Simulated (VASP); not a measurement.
# Mo (Im-3m) in VASP: further runs

Mo is run at these levels: LDA; tasks: single point, relaxation of cell and atoms.

Everything below comes from runs of VASP 6.6.1. Logs are shortened: lines on timing, memory, paths and dates and some standing lists are left out, and cuts for length are marked.

### 1 The cell of the first run

Symmetry: Im-3m, No. 229, cubic system. The conventional cell has a = 3.111 Å, b = 3.111 Å, c = 3.111 Å, α = 90.00°, β = 90.00°, γ = 90.00°. Mo (site symmetry m-3m) has 14 Mo at 2.69 to 3.11 Å within 3.6 Å.

### 2 Single point, LDA

The input, INCAR:

```
SYSTEM = Mo
ALGO = Fast
EDIFF = 1E-6
ENCUT = 520
GGA = CA
ISIF = 2
ISMEAR = 0
LASPH = .True.
LCHARG = .True.
LELF = .True.
LREAL = .False.
LVHAR = .True.
LWAVE = .False.
NBANDS = 13
NELM = 100
PREC = Accurate
SIGMA = 0.1
```

The input, KPOINTS:

```
k-points
0
Gamma
  16 16 16
  0 0 0
```

The input, POSCAR:

```
Mo
1.0
   -1.5554689540      1.5554689540      1.5554689540
    1.5554689540     -1.5554689540      1.5554689540
    1.5554689540      1.5554689540     -1.5554689540
Mo
1
Direct
    0.0000000000      0.0000000000      0.0000000000
```

Potentials or basis: VASP PAW LDA potentials, release 64 (Mo_sv).

Command:

```bash
> cat potpaw_LDA.64/Mo_sv/POTCAR > POTCAR
> mpirun -np 1 vasp_std > vasp.out
```

OUTCAR:

```text
SYSTEM = Mo
   EDIFF = 1E-6
   ENCUT = 520
   GGA = CA
   ISIF = 2
   ISMEAR = 0
   LASPH = .True.
   LREAL = .False.
   NELM = 100
   PREC = Accurate

 ion  position               nearest neighbor table
   1  0.000  0.000  0.000-

  LATTYP: Found a body centered cubic cell.
 ALAT       =     3.1109379080

  Lattice vectors:

 A1 = (  -1.5554689540,   1.5554689540,   1.5554689540)
 A2 = (   1.5554689540,  -1.5554689540,   1.5554689540)
 A3 = (   1.5554689540,   1.5554689540,  -1.5554689540)

Analysis of symmetry for initial positions (statically):
=====================================================================
 Subroutine PRICEL returns:
 Original cell was already a primitive cell.

 Routine SETGRP: Setting up the symmetry group for a
 body centered cubic supercell.

 Subroutine GETGRP returns: Found 48 space group operations
 (whereof 48 operations were pure point group operations)
 out of a pool of 48 trial point group operations.

The static configuration has the point symmetry O_h .

Analysis of symmetry for dynamics (positions and initial velocities):
=====================================================================
 Subroutine PRICEL returns:
 Original cell was already a primitive cell.

 Routine SETGRP: Setting up the symmetry group for a
 body centered cubic supercell.

 Subroutine GETGRP returns: Found 48 space group operations
 (whereof 48 operations were pure point group operations)
 out of a pool of 48 trial point group operations.

The dynamic configuration has the point symmetry O_h .

 Subroutine INISYM returns: Found 48 space group operations
 (whereof 48 operations are pure point group operations),
 and found     1 'primitive' translations

----------------------------------------------------------------------------------------

                                     Primitive cell

  volume of cell :      15.0537

  direct lattice vectors                    reciprocal lattice vectors
    -1.555468954  1.555468954  1.555468954     0.000000000  0.321446467  0.321446467
     1.555468954 -1.555468954  1.555468954     0.321446467  0.000000000  0.321446467
     1.555468954  1.555468954 -1.555468954     0.321446467  0.321446467  0.000000000

  length of vectors
     2.694151258  2.694151258  2.694151258     0.454593953  0.454593953  0.454593953

  position of ions in fractional coordinates (direct lattice)
     0.000000000  0.000000000  0.000000000

[... 82 lines left out ...]
   ISYM   =      2    0-nonsym 1-usesym 2-fastsym
   POTIM  = 0.5000    time-step for ionic-motion
   TEBEG  =    0.0;   TEEND  =   0.0 temperature during run
   PSTRESS=    0.0 pullay stress
   NELECT =      14.0000    total number of electrons
   NUPDOWN=      -1.0000    fix difference up-down
   EMIN   =  10.00;   EMAX   =-10.00  energy-range for DOS
   EFERMI =   0.00;   METHOD = LEGACY
   ISMEAR =     0;   SIGMA  =   0.10  broadening in eV -4-tet -1-fermi 0-gaus
   EFERMI_NEDOS =   21; number of points for ismear=-14 and -15
   IALGO  =     68    algorithm
   IMIX   =      4    mixing-type and parameters
     AMIX     =   0.40;   BMIX     =  1.00
     AMIX_MAG =   1.60;   BMIX_MAG =  1.00
  volume/ion in A,a.u.               =      15.05       101.59
  Fermi-wavevector in a.u.,A,eV,Ry     =   1.597973  3.019732 34.742727  2.553518
  Thomas-Fermi vector in A             =   2.695496
   LORBIT       =      0    0 simple, 1 ext, 2 COOP (PROOUT), +10 PAW based schemes
   GGA     = CA    functional components
   LHFCALC =     F    Hartree Fock is set to
   AEXX    =    0.0000 exact exchange contribution
   IVDW    =     0    specifies the selected vdW correction
   LEPSILON=     F    determine dielectric tensor
   LRPA    =     F    only Hartree local field effects (RPA)
 non-spin polarized calculation
 RMM-DIIS sequential band-by-band and
 Gauss-broadening in eV      SIGMA  =   0.10
  energy-cutoff  :      520.00
  volume of cell :       15.05
 maximum number of plane-waves:       420
   NGX =  9   NGY =  9   NGZ =  9

 number of electron      13.9999996 magnetization

 Free energy of the ion-electron system (eV)
  ---------------------------------------------------
  ext. energy  EPLUGINS =         0.00000000
  ---------------------------------------------------
  free energy    TOTEN  =       -12.13694115 eV

  energy without entropy =      -12.13469574  energy(sigma->0) =      -12.13581845

 E-fermi :  13.1045     XC(G=0): -13.8140

 val. band max:       13.0964237620   @ k =  -0.1250   0.1250   0.1250
 cond. band min:      13.1309148962   @ k =   0.1875   0.0000   0.0000
 fundamental gap:      0.0344911341
 Fermi energy:        13.1045309573

 k-point     1 :       0.0000    0.0000    0.0000
  band No.  band energies     occupation
      1     -47.8528      2.00000
      2     -21.1996      2.00000
      3     -21.1996      2.00000
      4     -21.1996      2.00000
      5       5.7394      2.00000
      6      11.6410      2.00000
      7      11.6410      2.00000
      8      11.6410      2.00000
      9      14.7830      0.00000
     10      14.7830      0.00000
     11      27.9626      0.00000
     12      27.9626      0.00000
     13      27.9626      0.00000
[... 354 lines left out ...]
  band No.  band energies     occupation
      1     -47.5743      2.00000
      2     -22.4559      2.00000
      3     -21.7204      2.00000
      4     -21.3393      2.00000
      5       8.7587      2.00000
      6      10.0175      2.00000
      7      11.2633      2.00000
      8      14.1995      0.00000
      9      15.6142      0.00000
     10      17.9945      0.00000
     11      26.6670      0.00000
     12      28.2326      0.00000
     13      31.1414      0.00000

 [... further k-points ...]

------------------------ aborting loop because EDIFF is reached ----------------------------------------

  FORCE on cell =-STRESS in cart. coord.  units (eV):
  Direction    XX          YY          ZZ          XY          YZ          ZX
  --------------------------------------------------------------------------------------
  -------------------------------------------------------------------------------------
  Total        0.1081063      0.1081063      0.1081063     -0.0000000     -0.0000000      0.0000000
  in kB       11.5058224     11.5058224     11.5058224     -0.0000000     -0.0000000      0.0000000
  external PRESSURE =      11.5058224 kB  Pullay stress =       0.0000000 kB

 VOLUME and BASIS-vectors are now :
 -----------------------------------------------------------------------------
  energy-cutoff  :      520.00
  volume of cell :       15.05
      direct lattice vectors                 reciprocal lattice vectors
    -1.555468954  1.555468954  1.555468954     0.000000000  0.321446467  0.321446467
     1.555468954 -1.555468954  1.555468954     0.321446467  0.000000000  0.321446467
     1.555468954  1.555468954 -1.555468954     0.321446467  0.321446467  0.000000000

 POSITION                                       TOTAL-FORCE (eV/Angst)
 -----------------------------------------------------------------------------------
      0.00000      0.00000      0.00000         0.000000      0.000000     -0.000000
 -----------------------------------------------------------------------------------
    total drift:                                0.000000     -0.000000      0.000000

  FREE ENERGIE OF THE ION-ELECTRON SYSTEM (eV)
  ---------------------------------------------------
  free  energy   TOTEN  =       -12.1369411527 eV

  energy  without entropy=      -12.1346957446  energy(sigma->0) =      -12.13581845
```

Run time: 23 s. Hardware: 1 thread of Intel Xeon Platinum 8375C at 2.90GHz (Ice Lake), shared host; peak memory 0.13 GiB.

Results:

```
Free energy            : -12.1369 eV
Pressure               : 1.2 GPa
Band gap on the k mesh : zero (band 7 reaches 17.32 eV, above the bottom of band 8 at 11.64 eV)
```

### 3 Single point, LDA

The input, INCAR:

```
SYSTEM = Mo
PREC = Accurate ; ENCUT = 520
EDIFF = 1E-7 ; ISMEAR = -1
SIGMA = 0.15 ; LREAL = .False.
LASPH = .True. ; NELM = 60
ALGO = Normal ; ISIF = 2
LWAVE = .False. ; LCHARG = .False.
GGA = CA ; NBANDS = 13
```

The input, KPOINTS:

```
Automatic mesh
0
Gamma
  16 16 16
  0 0 0
```

The input, POSCAR:

```
Mo
1.0
   -1.5557731767      1.5557731767      1.5557731767
    1.5557731767     -1.5557731767      1.5557731767
    1.5557731767      1.5557731767     -1.5557731767
Mo
1
Direct
    0.0000000000      0.0000000000      0.0000000000
```

Potentials or basis: VASP PAW LDA potentials, release 64 (Mo_sv).

Command:

```bash
> cat potpaw_LDA.64/Mo_sv/POTCAR > POTCAR
> mpirun -np 1 vasp_std > vasp.out
```

It took 20 s on 1 thread of Intel Xeon Platinum 8375C at 2.90GHz (Ice Lake), shared host; peak memory 0.13 GiB.

The run converged. Its results:

```
Free energy            : -12.1568 eV
Pressure               : 1.2 GPa
Band gap on the k mesh : zero (band 7 reaches 17.31 eV, above the bottom of band 8 at 11.63 eV)
```

Levels at points of the mesh, in eV from the Fermi level:
```csv
k point,band 3,band 4,band 5,band 6,band 7,band 8,band 9,band 10,band 11,band 12
"(0.00, 0.00, 0.00)",-34.28,-34.28,-7.34,-1.44,-1.44,-1.44,1.71,1.71,14.88,14.88
"(0.50, 0.00, 0.00)",-34.78,-34.29,-5.55,-3.58,1.77,1.84,2.42,5.06,12.04,12.23
"(0.50, 0.50, 0.50)",-35.37,-35.37,-5.75,-5.75,4.24,4.24,4.24,9.35,9.35,9.35
```

### 4 Relaxation of cell and atoms, LDA

The input, INCAR:

```
SYSTEM = Mo
  PREC = Accurate
  ENCUT = 600
  EDIFF = 1E-7
  ISMEAR = 0
  SIGMA = 0.1
  LREAL = .False.
  LASPH = .True.
  NELM = 100
  ALGO = Fast
  ISIF = 3
  LWAVE = .False.
  LCHARG = .False.
  GGA = CA
  IBRION = 2
  NSW = 100
  EDIFFG = -0.002
```

KPOINTS is that of step 3.

The input, POSCAR:

```
Mo
1.0
   -1.5561832938      1.5561832938      1.5561832938
    1.5561832938     -1.5561832938      1.5561832938
    1.5561832938      1.5561832938     -1.5561832938
Mo
1
Direct
    0.0000000000      0.0000000000      0.0000000000
```

Potentials or basis: VASP PAW LDA potentials, release 64 (Mo_sv).

Command:

```bash
> cat potpaw_LDA.64/Mo_sv/POTCAR > POTCAR
> mpirun -np 1 vasp_std > vasp.out
```

OUTCAR:

```text
SYSTEM = Mo
   PREC = Accurate
   ENCUT = 600
   EDIFF = 1E-7
   ISMEAR = 0
   LREAL = .False.
   LASPH = .True.
   NELM = 100
   ISIF = 3
   GGA = CA
   IBRION = 2
   NSW = 100
   EDIFFG = -0.002

 ion  position               nearest neighbor table
   1  0.000  0.000  0.000-

  LATTYP: Found a body centered cubic cell.
 ALAT       =     3.1123665876

  Lattice vectors:

 A1 = (  -1.5561832938,   1.5561832938,   1.5561832938)
 A2 = (   1.5561832938,  -1.5561832938,   1.5561832938)
 A3 = (   1.5561832938,   1.5561832938,  -1.5561832938)

Analysis of symmetry for initial positions (statically):
=====================================================================
 Subroutine PRICEL returns:
 Original cell was already a primitive cell.
[... 462 lines left out ...]

 val. band max:       13.0367464389   @ k =  -0.1250   0.1250   0.1250
 cond. band min:      13.0668677060   @ k =   0.1875   0.0000   0.0000
 fundamental gap:      0.0301212671
 Fermi energy:        13.0387543858

 k-point     1 :       0.0000    0.0000    0.0000
  band No.  band energies     occupation
      1     -47.9151      2.00000
      2     -21.2727      2.00000
      3     -21.2727      2.00000
      4     -21.2727      2.00000
      5       5.6869      2.00000
      6      11.5845      2.00000
      7      11.5845      2.00000
      8      11.5845      2.00000
      9      14.7117      0.00000
     10      14.7117      0.00000
     11      27.8937      0.00000
[... 309 lines left out ...]
 k-point    24 :       0.2500    0.1875    0.0000
  band No.  band energies     occupation
      1     -47.6407      2.00000
      2     -22.5139      2.00000
      3     -21.7871      2.00000
      4     -21.4105      2.00000
      5       8.7098      2.00000
      6       9.9686      2.00000
      7      11.2016      2.00000
      8      14.1312      0.00000
      9      15.5361      0.00000
     10      17.9040      0.00000
     11      26.5657      0.00000

 [... further k-points ...]
[... 5 lines left out ...]
  --------------------------------------------------------------------------------------
  -------------------------------------------------------------------------------------
  Total       -0.0009836     -0.0009836     -0.0009836      0.0000000     -0.0000000      0.0000000
  in kB       -0.1042821     -0.1042821     -0.1042821      0.0000000     -0.0000000      0.0000000
  external PRESSURE =      -0.1042821 kB  Pullay stress =       0.0000000 kB
[... 16 lines left out ...]
  FREE ENERGIE OF THE ION-ELECTRON SYSTEM (eV)
  ---------------------------------------------------
  free  energy   TOTEN  =       -12.1371125215 eV

  energy  without entropy=      -12.1348926847  energy(sigma->0) =      -12.13600260

 reached required accuracy - stopping structural energy minimisation
```

Run time: 1.8 min. Hardware: 1 thread of Intel Xeon Platinum 8375C at 2.90GHz (Ice Lake), shared host; peak memory 0.16 GiB.

Results:

```yaml
Free_energy: -12.1371 eV
Relaxed_volume: 15.11 Å³/atom
Relaxed_cell: a = 2.698 Å, b = 2.698 Å, c = 2.698 Å, α = 109.47°, β = 109.47°, γ = 109.47°
Space_group_after_relaxing_to_0.05_Å: Im-3m (No. 229)
Energy_gained_by_relaxing: 0.1 meV/atom
Ionic_steps: 9
Pressure_after_relaxing: 0.0 GPa
Band_gap_on_the_k_mesh: zero (band 7 reaches 17.23 eV, above the bottom of band 8 at 11.58 eV)
```

Final structure:
```
Mo
1.0
    -1.55746    1.55746    1.55746
     1.55746   -1.55746    1.55746
     1.55746    1.55746   -1.55746
Mo
1
Direct
  0.00000 0.00000 0.00000
```

### 5 Relaxation of cell and atoms, LDA

The input, INCAR:

```
PREC     = Accurate       # precision mode
ENCUT    = 600            # plane-wave cutoff, eV
EDIFF    = 1E-7           # SCF threshold, eV
ISMEAR   = -1             # smearing method
SIGMA    = 0.15           # smearing width, eV
LREAL    = False          # projectors in reciprocal space
LASPH    = True           # aspherical terms in the spheres
NELM     = 100            # most SCF steps
ALGO     = Fast           # electronic algorithm
ISIF     = 3              # what is computed and relaxed
LWAVE    = False          # write WAVECAR
LCHARG   = False          # write CHGCAR
GGA      = CA             # functional
IBRION   = 2              # ionic algorithm
NSW      = 80             # ionic steps
EDIFFG   = -0.001         # ionic threshold
```

The input, KPOINTS:

```
Automatic mesh
0
Gamma
  16 16 16
```

The input, POSCAR:

```
Mo
1.0
   -1.5554689540      1.5554689540      1.5554689540
    1.5554689540     -1.5554689540      1.5554689540
    1.5554689540      1.5554689540     -1.5554689540
Mo
1
Direct
    0.0000000000      0.0000000000      0.0000000000
```

Command:

```bash
> cat potpaw_LDA.64/Mo_sv/POTCAR > POTCAR
> mpirun -np 1 vasp_std > vasp.out
```

Wall time 59 s (1 thread of Intel Xeon Platinum 8375C at 2.90GHz (Ice Lake), shared host); peak memory 0.16 GiB.

Results (log left out):

- Free energy: -12.1569 eV
- Relaxed volume: 15.12 Å³/atom
- Relaxed cell: a = 2.698 Å, b = 2.698 Å, c = 2.698 Å, α = 109.47°, β = 109.47°, γ = 109.47°
- Space group after relaxing (to 0.05 Å): Im-3m (No. 229)
- Energy gained by relaxing: 0.3 meV/atom
- Ionic steps: 3
- Pressure after relaxing: 0.0 GPa
- Band gap on the k mesh: zero (band 7 reaches 17.22 eV, above the bottom of band 8 at 11.57 eV)

Step by step:
```csv
step,energy change (eV),largest force (eV/Å),pressure (GPa),volume (Å³)
1,0.0000,0.0000,1.32,15.05
2,0.0022,0.0000,-3.81,15.32
3,-0.0003,0.0000,-0.01,15.12
```

Final structure:
```
CELL_PARAMETERS angstrom
-1.55781 1.55781 1.55781
1.55781 -1.55781 1.55781
1.55781 1.55781 -1.55781
ATOMIC_POSITIONS crystal
Mo 0.00000 0.00000 0.00000
```

Levels at points of the mesh, in eV from the Fermi level:
```csv
k point,band 3,band 4,band 5,band 6,band 7,band 8,band 9,band 10,band 11
"(0.00, 0.00, 0.00)",-34.29,-34.29,-7.32,-1.43,-1.43,-1.43,1.70,1.70,14.88
"(0.50, 0.00, 0.00)",-34.79,-34.30,-5.53,-3.56,1.76,1.82,2.41,5.03,12.04
"(0.50, 0.50, 0.50)",-35.37,-35.37,-5.71,-5.71,4.22,4.22,4.22,9.32,9.32
```

### 6 Overview

| task | cell | cutoff (eV) | smearing | gap on the mesh (eV) | pressure (GPa) | relaxed volume (Å³/atom) |
| --- | --- | --- | --- | --- | --- | --- |
| single point | a = 2.694 Å, angles 109.5°, 1 atom | 520 | gaussian 0.1 eV | none | 1.2 | - |
| single point | a = 2.695 Å, angles 109.5°, 1 atom | 520 | fermi-dirac 0.15 eV | none | 1.2 | - |
| relaxation of cell and atoms | relaxed from a = 2.695 Å, angles 109.5°, 1 atom | 600 | gaussian 0.1 eV | none | 0.0 | 15.11 |
| relaxation of cell and atoms | relaxed from a = 2.694 Å, angles 109.5°, 1 atom | 600 | fermi-dirac 0.15 eV | none | 0.0 | 15.12 |

Alike in all rows: level LDA; potentials or basis VASP PAW LDA potentials, release 64 (Mo_sv); no spin polarisation; k mesh 16 × 16 × 16.

Absolute energies hang on the potentials; compare differences alone.
